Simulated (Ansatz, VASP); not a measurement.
# PtS2 in VASP and in Ansatz

File POSCAR:

```
PtS2
1.0
    3.5432000000      0.0000000000      0.0000000000
   -1.7716000000      3.0685010000      0.0000000000
    0.0000000000      0.0000000000      5.0388000000
Pt S
1 2
Direct
   -0.0046429975     -0.0147218287     -0.0118374945
    0.3278450558      0.6417229016      0.2389804268
    0.6691056303      0.3088979130      0.7414521884
```

The input INCAR.step1:

```
SYSTEM = PtS2
PREC     = Accurate       ! precision mode
ENCUT    = 520            ! plane-wave cutoff, eV
ISMEAR   = -1             ! smearing method
SIGMA    = 0.1            ! smearing width, eV
LREAL    = .FALSE.        ! projectors in reciprocal space
LASPH    = .TRUE.         ! aspherical terms in the spheres
NELM     = 80             ! most SCF steps
NBANDS   = 18             ! bands
GGA      = PE             ! functional
ALGO     = Normal         ! electronic algorithm
EDIFF    = 1E-4           ! SCF threshold, eV
LWAVE    = .TRUE.         ! write WAVECAR
LCHARG   = .FALSE.        ! write CHGCAR
```

INCAR.step2

```
SYSTEM = PtS2
PREC     = Accurate       ! precision mode
ENCUT    = 520            ! plane-wave cutoff, eV
EDIFF    = 1E-6           ! SCF threshold, eV
ISMEAR   = -1             ! smearing method
SIGMA    = 0.1            ! smearing width, eV
LREAL    = .FALSE.        ! projectors in reciprocal space
LASPH    = .TRUE.         ! aspherical terms in the spheres
NELM     = 80             ! most SCF steps
ALGO     = Normal         ! electronic algorithm
ISIF     = 2              ! what is computed and relaxed
LWAVE    = .FALSE.        ! write WAVECAR
LCHARG   = .FALSE.        ! write CHGCAR
METAGGA  = R2SCAN         ! meta-GGA
LMIXTAU  = .TRUE.       
NBANDS   = 18             ! bands
ISTART   = 1
```

KPOINTS

```
regular mesh
0
G
  6 6 4
  0 0 0
```

Input for Ansatz:

```yaml
crystal:
  lattice:
    - [3.5432, 0.0, 0.0]
    - [-1.7716, 3.068501, 0.0]
    - [0.0, 0.0, 5.0388]
  atoms:
    - { symbol: Pt, position: [-0.004642997533564551, -0.014721828741386504, -0.01183749453221511] }
    - { symbol: S, position: [0.3278450558296175, 0.6417229016291736, 0.2389804268160679] }
    - { symbol: S, position: [0.6691056302983088, 0.3088979130243523, 0.7414521884025753] }
kpoints:
  mp_grid:
    grid: [6, 6, 4]
hamiltonian:
  xc: r2scan
  pseudopotentials:
    kind: paw
scf:
  occupations:
    method: fermi_dirac
    width: 0.1
output:
  forces: true
```

Alike in both runs: task single point; functional r2SCAN; k mesh 6 × 6 × 4; occupations fermi-dirac, width 0.1 eV; no spin polarisation.

|  | VASP | Ansatz |
| --- | --- | --- |
| version | VASP 6.6.1 | Ansatz 0.2.0 |
| potentials or method | VASP PAW PBE potentials, release 64 (Pt, S) | plane waves, PAW |
| plane-wave cutoff (eV) | 520 | 500 |
| valence electrons in the cell | 22 | 30 |

|  | VASP | Ansatz | Ansatz less VASP |
| --- | --- | --- | --- |
| rms of the force components (eV/Å) | 0.359 | 0.357 | -0.0016 |

VASP's potentials were made for PBE, not for r2SCAN. Atom by atom the forces differ by 0.003 eV/Å (rms over components). With one functional, cell and mesh, what is left measures potentials, basis and numerics. VASP's potentials hold 22 valence electrons a cell and Ansatz's 30, so a difference there can come from the potentials and not from the codes.

Neither program's run includes spin-orbit coupling.
